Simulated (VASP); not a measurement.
# Sc2B5F (P-6m2) in VASP: notebook

Runs on Sc2B5F. Level: PBE. Tasks: single point.

All numbers are computed with VASP 6.6.1; they aren't measurements. Logs are shortened: lines on timing, memory, paths and dates and some standing lists are left out, and cuts for length are marked.

## Step 1: The cell of the first run

The structure is hexagonal, space group P-6m2 (No. 187). The conventional cell has a = 4.119 Å, b = 4.119 Å, c = 7.226 Å, α = 90.00°, β = 90.00°, γ = 120.00°. Within 2.9 Å of Sc (site symmetry -6m2) lie 12 B at 2.11 to 2.86 Å. Sc (site symmetry -6m2) has 2 B at 2.02 Å and 3 F at 2.38 Å within 2.7 Å. Within 2.7 Å of B (site symmetry 3m) lie 1 Sc at 2.02 Å and 3 B at 2.31 Å. Within 1.7 Å of B (site symmetry mm2) lie 2 B at 1.23 Å. Within 3.2 Å of F (site symmetry -6m2) lie 3 Sc at 2.38 Å and 6 B at 3.12 Å.

The cell was built from a structure type or drawn by symmetry, and may not be a known phase.

## Step 2: Single point, PBE

File INCAR:

```
SYSTEM = Sc2B5F
PREC = Accurate
ENCUT = 520
EDIFF = 1E-7
ISMEAR = 0
SIGMA = 0.1
LREAL = .FALSE.
LASPH = .TRUE.
NELM = 80
ALGO = Normal
ISIF = 2
LWAVE = .FALSE.
LCHARG = .FALSE.
GGA = PE
NBANDS = 32
```

File KPOINTS:

```
regular mesh
0
G
  6 6 4
  0 0 0
```

File POSCAR:

```
Sc2B5F
1.0
    4.1193570500      0.0000000000      0.0000000000
   -2.0596785200      3.5674678500      0.0000000000
    0.0000000000      0.0000000000      7.2258680700
Sc B F
2 5 1
Direct
    0.6666666700      0.3333333300      0.0000000000
    0.0000000000      0.0000000000      0.5000000000
    0.0000000000      0.0000000000      0.7792270900
    0.0000000000      0.0000000000      0.2207729100
    0.2334985800      0.7665014200      0.0000000000
    0.2334985800      0.4669971500      0.0000000000
    0.5330028500      0.7665014200      0.0000000000
    0.3333333300      0.6666666700      0.5000000000
```

Potentials or basis: VASP PAW PBE potentials, release 64 (Sc_sv, B, F).

Command:

```sh
$ cat potpaw_PBE.64/Sc_sv/POTCAR potpaw_PBE.64/B/POTCAR potpaw_PBE.64/F/POTCAR > POTCAR
$ mpirun -np 1 vasp_std > vasp.out
```

OUTCAR:

```text
SYSTEM = Sc2B5F
   PREC = Accurate
   ENCUT = 520
   EDIFF = 1E-7
   ISMEAR = 0
   LREAL = .FALSE.
   LASPH = .TRUE.
   NELM = 80
   ISIF = 2
   GGA = PE

 ion  position               nearest neighbor table
   1  0.667  0.333  0.000-   7 2.11   7 2.11   6 2.11   5 2.11   6 2.11   5 2.11
   2  0.000  0.000  0.500-   3 2.02   4 2.02   8 2.38   8 2.38   8 2.38
   3  0.000  0.000  0.779-   2 2.02
   4  0.000  0.000  0.221-   2 2.02
   5  0.233  0.767  0.000-   6 1.23   7 1.23   1 2.11   1 2.11
   6  0.233  0.467  0.000-   5 1.23   7 1.23   1 2.11   1 2.11
   7  0.533  0.767  0.000-   5 1.23   6 1.23   1 2.11   1 2.11
   8  0.333  0.667  0.500-   2 2.38   2 2.38   2 2.38

  LATTYP: Found a hexagonal cell.
 ALAT       =     4.1193570500
 C/A-ratio  =     1.7541252148

  Lattice vectors:

 A1 = (   4.1193570500,   0.0000000000,   0.0000000000)
 A2 = (  -2.0596785200,   3.5674678500,   0.0000000000)
 A3 = (   0.0000000000,   0.0000000000,   7.2258680700)

Analysis of symmetry for initial positions (statically):
=====================================================================
 Subroutine PRICEL returns:
 Original cell was already a primitive cell.

 Routine SETGRP: Setting up the symmetry group for a
 hexagonal supercell.

 Subroutine GETGRP returns: Found 12 space group operations
 (whereof 12 operations were pure point group operations)
 out of a pool of 24 trial point group operations.

The static configuration has the point symmetry D_3h.

Analysis of symmetry for dynamics (positions and initial velocities):
=====================================================================
 Subroutine PRICEL returns:
 Original cell was already a primitive cell.

 Routine SETGRP: Setting up the symmetry group for a
 hexagonal supercell.

 Subroutine GETGRP returns: Found 12 space group operations
 (whereof 12 operations were pure point group operations)
 out of a pool of 24 trial point group operations.

The dynamic configuration has the point symmetry D_3h.

 Subroutine INISYM returns: Found 12 space group operations
 (whereof 12 operations are pure point group operations),
 and found     1 'primitive' translations

----------------------------------------------------------------------------------------

                                     Primitive cell

  volume of cell :     106.1890

  direct lattice vectors                    reciprocal lattice vectors
     4.119357050  0.000000000  0.000000000     0.242756330  0.140155432  0.000000000
    -2.059678520  3.567467850  0.000000000     0.000000000  0.280310865  0.000000000
     0.000000000  0.000000000  7.225868070     0.000000000  0.000000000  0.138391677

  length of vectors
     4.119357050  4.119357045  7.225868070     0.280310865  0.280310865  0.138391677

  position of ions in fractional coordinates (direct lattice)
     0.666666670  0.333333330  0.000000000
     0.000000000  0.000000000  0.500000000
     0.000000000  0.000000000  0.779227090
     0.000000000  0.000000000  0.220772910
     0.233498580  0.766501420  0.000000000
     0.233498580  0.466997150  0.000000000
     0.533002850  0.766501420  0.000000000
     0.333333330  0.666666670  0.500000000

  ion indices of the primitive-cell ions
   primitive index   ion index
                 1           1
                 2           2
                 3           3
                 4           4
                 5           5
                 6           6
                 7           7
                 8           8

----------------------------------------------------------------------------------------

 KPOINTS: regular mesh

Automatic generation of k-mesh.
 Grid dimensions read from file:
 generate k-points for:    6    6    4

 Generating k-lattice:

  Cartesian coordinates                     Fractional coordinates (reciprocal lattice)
     0.040459388  0.023359239  0.000000000     0.166666667  0.000000000  0.000000000
     0.000000000  0.046718478  0.000000000     0.000000000  0.166666667  0.000000000
     0.000000000  0.000000000  0.034597919     0.000000000  0.000000000  0.250000000

  Length of vectors
     0.046718477  0.046718478  0.034597919

  Shift w.r.t. Gamma in fractional coordinates (k-lattice)
     0.000000000  0.000000000  0.000000000

 Subroutine IBZKPT returns following result:
 ===========================================

 Found     21 irreducible k-points:

 Following reciprocal coordinates:
            Coordinates               Weight
  0.000000  0.000000  0.000000      1.000000
  0.166667 -0.000000  0.000000      6.000000
  0.333333 -0.000000  0.000000      6.000000
  0.500000 -0.000000  0.000000      3.000000
  0.166667  0.166667  0.000000      6.000000
  0.333333  0.166667  0.000000     12.000000
[... 13 lines left out ...]
  0.333333  0.166667  0.500000     12.000000
  0.333333  0.333333  0.500000      2.000000
   k-points           NKPTS =     21   k-points in BZ     NKDIM =     21   number of bands    NBANDS=     32
   number of dos      NEDOS =    301   number of ions     NIONS =      8
   total plane-waves  NPLWV =  55296
   dimension x,y,z NGX =    32 NGY =   32 NGZ =   54
   dimension x,y,z NGXF=    64 NGYF=   64 NGZF=  108
   ions per type =               2   5   1
   NGX,Y,Z   is equivalent  to a cutoff of  12.91, 12.91, 12.42 a.u.
   NGXF,Y,Z  is equivalent  to a cutoff of  25.83, 25.83, 24.85 a.u.
 SYSTEM =  Sc2B5F
   PREC   = accura    normal or accurate (medium, high low for compatibility)
   ISTART =      0    job   : 0-new  1-cont  2-samecut
   ICHARG =      2    charge: 1-file 2-atom 10-const
   ISPIN  =      1    spin polarized calculation?
   LNONCOLLINEAR =      F non collinear calculations
   LSORBIT =      F    spin-orbit coupling
   LASPH  =      T    aspherical Exc in radial PAW
   ENCUT  =  520.0 eV  38.22 Ry    6.18 a.u.   7.66  7.66 13.44*2*pi/ulx,y,z
   NELM   =     80;   NELMIN=  2; NELMDL= -5     # of ELM steps
   EDIFF  = 0.1E-06   stopping-criterion for ELM
   LREAL  =      F    real-space projection
   EDIFFG = 0.1E-05   stopping-criterion for IOM
   NSW    =      0    number of steps for IOM
   IBRION =     -1    ionic relax: 0-MD 1-quasi-New 2-CG
   NFREE  =      0    steps in history (QN), initial steepest desc. (CG)
   ISIF   =      2    stress and relaxation
   ISYM   =      2    0-nonsym 1-usesym 2-fastsym
   POTIM  = 0.5000    time-step for ionic-motion
   TEBEG  =    0.0;   TEEND  =   0.0 temperature during run
   PSTRESS=    0.0 pullay stress
   NELECT =      44.0000    total number of electrons
   NUPDOWN=      -1.0000    fix difference up-down
   EMIN   =  10.00;   EMAX   =-10.00  energy-range for DOS
   EFERMI =   0.00;   METHOD = LEGACY
   ISMEAR =     0;   SIGMA  =   0.10  broadening in eV -4-tet -1-fermi 0-gaus
   EFERMI_NEDOS =   21; number of points for ismear=-14 and -15
   IALGO  =     38    algorithm
   IMIX   =      4    mixing-type and parameters
     AMIX     =   0.40;   BMIX     =  1.00
     AMIX_MAG =   1.60;   BMIX_MAG =  1.00
  volume/ion in A,a.u.               =      13.27        89.57
  Fermi-wavevector in a.u.,A,eV,Ry     =   1.220485  2.306383 20.267025  1.489584
  Thomas-Fermi vector in A             =   2.355701
   LORBIT       =      0    0 simple, 1 ext, 2 COOP (PROOUT), +10 PAW based schemes
   GGA     = PE    functional components
   LHFCALC =     F    Hartree Fock is set to
   AEXX    =    0.0000 exact exchange contribution
   IVDW    =     0    specifies the selected vdW correction
   LEPSILON=     F    determine dielectric tensor
   LRPA    =     F    only Hartree local field effects (RPA)
 non-spin polarized calculation
 Gauss-broadening in eV      SIGMA  =   0.10
  energy-cutoff  :      520.00
  volume of cell :      106.19
 maximum number of plane-waves:      2901
 NGX is ok and might be reduce to    32
   NGX = 15   NGY = 15   NGZ = 27

 number of electron      44.0000004 magnetization

 Free energy of the ion-electron system (eV)
  ---------------------------------------------------
  ext. energy  EPLUGINS =         0.00000000
  ---------------------------------------------------
  free energy    TOTEN  =       -36.02986459 eV

  energy without entropy =      -36.00926582  energy(sigma->0) =      -36.01956521

 E-fermi :   2.8680     XC(G=0):  -9.6922

 val. band max:        2.8621608528   @ k =   0.3333   0.1667   0.0000
 cond. band min:       2.9080043662   @ k =   0.3333  -0.0000   0.5000
 fundamental gap:      0.0458435133
 Fermi energy:         2.8680394816

 k-point     1 :       0.0000    0.0000    0.0000
  band No.  band energies     occupation
      1     -46.7226      2.00000
      2     -44.7442      2.00000
      3     -25.4419      2.00000
      4     -25.4419      2.00000
      5     -25.3716      2.00000
      6     -23.6109      2.00000
[... 24 lines left out ...]
     31       6.8391      0.00000
     32       6.8391      0.00000

 k-point     2 :       0.1667   -0.0000    0.0000
  band No.  band energies     occupation
      1     -46.7220      2.00000
      2     -44.7440      2.00000
      3     -25.4656      2.00000
      4     -25.4441      2.00000
      5     -25.3707      2.00000
      6     -23.6100      2.00000
[... 24 lines left out ...]
     31       7.4621      0.00000
     32       7.5774      0.00000
[... 628 lines left out ...]
     31       7.4802      0.00000
     32       7.8939      0.00000

 k-point    21 :       0.3333    0.3333    0.5000
  band No.  band energies     occupation
      1     -46.7199      2.00000
      2     -44.7434      2.00000
      3     -25.5354      2.00000
      4     -25.4627      2.00000
      5     -25.3675      2.00000
      6     -23.6328      2.00000
[... 24 lines left out ...]
     31       7.3032      0.00000
     32       7.8789      0.00000

------------------------ aborting loop because EDIFF is reached ----------------------------------------

  FORCE on cell =-STRESS in cart. coord.  units (eV):
  Direction    XX          YY          ZZ          XY          YZ          ZX
  --------------------------------------------------------------------------------------
  -------------------------------------------------------------------------------------
  Total       41.2447394     41.2447394     -0.9971906      0.0000001     -0.0000000      0.0000000
  in kB      622.2997322    622.2997313    -15.0455907      0.0000009     -0.0000000      0.0000000
  external PRESSURE =     409.8512909 kB  Pullay stress =       0.0000000 kB

 VOLUME and BASIS-vectors are now :
 -----------------------------------------------------------------------------
  energy-cutoff  :      520.00
  volume of cell :      106.19
      direct lattice vectors                 reciprocal lattice vectors
     4.119357050  0.000000000  0.000000000     0.242756330  0.140155432  0.000000000
    -2.059678520  3.567467850  0.000000000     0.000000000  0.280310865  0.000000000
     0.000000000  0.000000000  7.225868070     0.000000000  0.000000000  0.138391677

 POSITION                                       TOTAL-FORCE (eV/Angst)
 -----------------------------------------------------------------------------------
      2.05968      1.18916      0.00000         0.000000     -0.000000      0.000000
      0.00000      0.00000      3.61293         0.000000     -0.000000      0.000000
      0.00000      0.00000      5.63059         0.000000     -0.000000      7.381169
      0.00000      0.00000      1.59528         0.000000     -0.000000     -7.381169
     -0.61688      2.73447      0.00000       -25.227525     14.565118     -0.000000
      0.00000      1.66600      0.00000        -0.000000    -29.130237      0.000000
      0.61688      2.73447      0.00000        25.227525     14.565118     -0.000000
     -0.00000      2.37831      3.61293         0.000000     -0.000000      0.000000
 -----------------------------------------------------------------------------------
    total drift:                                0.000014     -0.000008      0.000000

  FREE ENERGIE OF THE ION-ELECTRON SYSTEM (eV)
  ---------------------------------------------------
  free  energy   TOTEN  =       -36.0298645889 eV

  energy  without entropy=      -36.0092658240  energy(sigma->0) =      -36.01956521
```

Run time: 2.5 min. Hardware: 1 thread of Intel Xeon 8259CL, shared host; peak memory 0.26 GiB.

What came out:

- Free energy: -36.0299 eV
- Pressure: 41.0 GPa
- Largest force: 29.130 eV/Å
- Band gap on the k mesh: zero (bands 22 and 23 overlap by 1.63 eV)

Forces in eV/Å, atoms in the order of the input:
```
Sc    0.000   0.000   0.000
Sc    0.000   0.000   0.000
B     0.000   0.000   7.381
B     0.000   0.000  -7.381
B   -25.228  14.565   0.000
B     0.000 -29.130   0.000
B    25.228  14.565   0.000
F     0.000   0.000   0.000
```

Caveat: the cell stands under pressure; forces of over 1 eV/Å act on the atoms, so gaps and moduli don't describe the material at rest.

## Step 3: Single point, PBE

This run uses another cell than the first one, of 13.48 Å³/atom.

File INCAR:

```
SYSTEM = Sc2B5F
ALGO = Normal ; EDIFF = 1E-6
ENCUT = 520 ; GGA = PE
ISIF = 2 ; ISMEAR = 0
LASPH = .True. ; LCHARG = .True.
LELF = .True. ; LREAL = .False.
LVHAR = .True. ; LWAVE = .False.
NBANDS = 32 ; NELM = 100
PREC = Accurate ; SIGMA = 0.1
```

File KPOINTS:

```
k-points
0
Gamma
  6 6 4
  0 0 0
```

File POSCAR:

```
Sc2B5F
1.0
    4.4425578092     -0.0000000031      0.0000000000
   -2.2212789019      3.8473679221      0.0000000000
    0.0000000000      0.0000000000      6.3089091280
Sc B F
2 5 1
Direct
    0.6666666667      0.3333333333      0.0000000000
    0.0000000000      0.0000000000      0.5000000000
    0.0000000000      0.0000000000      0.8677193779
    0.0000000000      0.0000000000      0.1322806221
    0.2077682589      0.7922317411      0.0000000000
    0.2077682589      0.4155365179      0.0000000000
    0.5844634821      0.7922317411      0.0000000000
    0.3333333333      0.6666666667      0.5000000000
```

Potentials or basis: VASP PAW PBE potentials, release 64 (Sc_sv, B, F).

Command:

```sh
$ cat potpaw_PBE.64/Sc_sv/POTCAR potpaw_PBE.64/B/POTCAR potpaw_PBE.64/F/POTCAR > POTCAR
$ mpirun -np 1 vasp_std > vasp.out
```

Run time: 2.8 min. Hardware: 1 thread of Intel Xeon 8259CL, shared host; peak memory 0.27 GiB.

Results (log left out):

| Quantity | Value |
| --- | --- |
| Free energy | -51.4741 eV |
| Pressure | 0.2 GPa |
| Largest force | 0.005 eV/Å |
| Band gap on the k mesh | zero (bands 22 and 23 overlap by 0.36 eV) |

Forces in eV/Å, atoms in the order of the input:
```
Sc   0.000  0.000  0.000
Sc   0.000  0.000  0.000
B    0.000  0.000  0.002
B    0.000  0.000 -0.002
B   -0.004  0.002  0.000
B    0.000 -0.005  0.000
B    0.004  0.002  0.000
F    0.000  0.000  0.000
```

Stress tensor (GPa, compression positive):
```
0.26 0.00 0.00
0.00 0.26 0.00
0.00 0.00 0.04
```

Levels at points of the mesh, in eV from the Fermi level:
```csv
k point,band 19,band 20,band 21,band 22,band 23,band 24,band 25,band 26
"(0.00, 0.00, 0.00)",-2.22,-2.22,-0.47,-0.47,0.03,1.38,1.38,2.16
"(0.50, 0.00, 0.00)",-2.54,-1.85,-1.48,-1.29,0.22,1.07,1.21,1.77
"(0.00, 0.00, 0.50)",-2.24,-1.11,-0.09,0.36,0.36,0.83,1.11,1.11
"(0.50, 0.00, 0.50)",-1.86,-1.58,-0.76,-0.74,0.34,0.67,1.04,1.24
```

[end of part 1 of 2]
